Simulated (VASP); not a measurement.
Input of a VASP 6.6.1 run:

File INCAR:

```
PREC = Accurate
ENCUT = 520
EDIFF = 1E-6
ISMEAR = -1
SIGMA = 0.08
LREAL = False
LASPH = True
NELM = 60
ALGO = Normal
ISIF = 2
LWAVE = False
LCHARG = False
GGA = PS
NBANDS = 15
```

File KPOINTS:

```
Automatic mesh
0
Gamma
  15 15 15
```

The input POSCAR:

```
TaN
1.0
    0.0000000000      2.1877951177      2.1877951177
    2.1877951177      0.0000000000      2.1877951177
    2.1877951177      2.1877951177      0.0000000000
Ta N
1 1
Direct
    0.0000000000      0.0000000000      0.0000000000
    0.5000000000      0.5000000000      0.5000000000
```

Potentials or basis: VASP PAW PBE potentials, release 64 (Ta_pv, N).

Command:

```bash
$ cat potpaw_PBE.64/Ta_pv/POTCAR potpaw_PBE.64/N/POTCAR > POTCAR
$ mpirun -np 1 vasp_std > vasp.out
```

Question: Predict the pressure.

Answer: 1.0 GPa.

Question: Estimate the band gap on the k mesh.

Answer: Zero (bands 8 and 9 overlap by 4.03 eV).

Caveat: the PAW data sets were made with another functional, which shifts forces and pressure a little; spin-orbit coupling is left out, which moves the levels of the heavy elements.
